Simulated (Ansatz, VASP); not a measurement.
# LiF3 in VASP and in Ansatz

```
CELL_PARAMETERS angstrom
3.00160 0.00000 0.00000
-1.50080 2.59946 0.00000
0.00000 0.00000 7.04778
ATOMIC_POSITIONS crystal
Li 0.66667 0.33333 0.00000
F 0.66667 0.33333 0.50000
F 0.33333 0.66667 0.13838
F 0.33333 0.66667 0.86162
```

Change from the starting cell: species swapped into the ZnCu3 type (P-6m2, No. 187).

Alike in both runs: functional PBE; k mesh 18 × 18 × 8; occupations gaussian, width 0.1 eV; collinear spin.

Ansatz relaxed the structure, and its values are those at the end. VASP's run is a single point on that final structure, the one shown.

|  | VASP | Ansatz |
| --- | --- | --- |
| version | VASP 6.6.1 | Ansatz 0.2.0 |
| potentials or method | VASP PAW PBE potentials, release 64 (Li_sv, F), cutoff 520 eV | scalar-relativistic, plane waves, PAW |
| valence electrons in the cell | 24 | 24 |

```tsv
	VASP	Ansatz	Ansatz less VASP
gap on the k mesh at the Fermi level (eV)	none	none	-
rms of the force components (eV/Å)	0.067	0.003	-0.0640
net moment per atom (μB)	0.22	0.50	+0.283
size of the moment on the site where the two differ most (μB)	0.02	0.50	+0.483
```

The net moments are unlike, so the other rows may belong to different states. Site moments also hang on the region over which each program counts them. A gap of «none» marks a metal or a gap that the smearing closes.

Noted on VASP's run: the cutoff is short for stress, so the pressure is rough.
